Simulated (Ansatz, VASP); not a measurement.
SiO2 in VASP and in Ansatz

Contents of POSCAR:

```
SiO2
1.0
   -2.3495824127      2.3495824127      3.4735393501
    2.3495824127     -2.3495824127      3.4735393501
    2.3495824127      2.3495824127     -3.4735393501
Si O
2 4
Direct
    0.0000000000      0.0000000000      0.0000000000
    0.7500000000      0.2500000000      0.5000000000
    0.9731664718      0.6250000000      0.8481664718
    0.3750000000      0.2231664718      0.3481664718
    0.7768335282      0.1250000000      0.1518335282
    0.8750000000      0.0268335282      0.6518335282
```

INCAR.step1

```
  PREC = Accurate
  ENCUT = 520
  ISMEAR = 0
  SIGMA = 0.05
  LREAL = False
  LASPH = True
  NELM = 100
  NBANDS = 25
  GGA = PE
  ALGO = Normal
  EDIFF = 1E-4
  LWAVE = True
  LCHARG = False
```

The input INCAR.step2:

```
  PREC = Accurate
  ENCUT = 520
  EDIFF = 1E-7
  ISMEAR = 0
  SIGMA = 0.05
  LREAL = False
  LASPH = True
  NELM = 100
  ALGO = Normal
  ISIF = 2
  LWAVE = False
  LCHARG = False
  METAGGA = R2SCAN
  LMIXTAU = True
  NBANDS = 25
  ISTART = 1
```

KPOINTS

```
regular mesh
0
Gamma
  6 6 6
```

Input for Ansatz:

```yaml
crystal:
  lattice:
    - [-2.3495824127, 2.3495824127, 3.4735393501]
    - [2.3495824127, -2.3495824127, 3.4735393501]
    - [2.3495824127, 2.3495824127, -3.4735393501]
  atoms:
    - { symbol: Si, position: [0.0, 0.0, 0.0] }
    - { symbol: Si, position: [0.75, 0.25, 0.5] }
    - { symbol: O, position: [0.9731664718, 0.625, 0.8481664718] }
    - { symbol: O, position: [0.375, 0.2231664718, 0.3481664718] }
    - { symbol: O, position: [0.7768335282, 0.125, 0.1518335282] }
    - { symbol: O, position: [0.875, 0.0268335282, 0.6518335282] }
basis:
  ecutwfc: 500
kpoints:
  mp_grid: { grid: [6, 6, 6] }
hamiltonian:
  xc: r2scan
scf:
  occupations: { method: gaussian, width: 0.05 }
output:
  forces: true
  stress: true
  eigenvalues: true
  write_density: true
  write_potential: true
  elf: true
  volumetric_format: npy
```

Change from the starting cell: strain -0.050 along x and y, -0.050 along z, atoms carried along.

Alike in both runs: task single point; functional r2SCAN; k mesh 6 × 6 × 6; occupations gaussian, width 0.05 eV; no spin polarisation.

|  | VASP | Ansatz |
| --- | --- | --- |
| version | VASP 6.6.1 | Ansatz 0.2.0 |
| potentials or method | VASP PAW PBE potentials, release 64 (Si, O), cutoff 520 eV | scalar-relativistic, plane waves, PAW |
| valence electrons in the cell | 32 | 32 |

```csv
,VASP,Ansatz,Ansatz less VASP
gap on the k mesh at the Fermi level (eV),7.19,7.19,+0.001
least direct gap on the mesh (eV),7.19,7.19,+0.001
pressure (GPa),35.4,35.3,-0.15
"traceless stress, the component that is largest in VASP (GPa)",-0.32,-0.36,-0.043
rms of the force components (eV/Å),1.035,1.040,+0.0047
```

VASP's potentials were made for PBE, not for r2SCAN. Atom by atom the forces differ by 0.005 eV/Å (rms over components). Both programs put the cell under a high pressure, so it lies far from rest at this level. With one functional, cell and mesh, what is left measures potentials, basis and numerics.
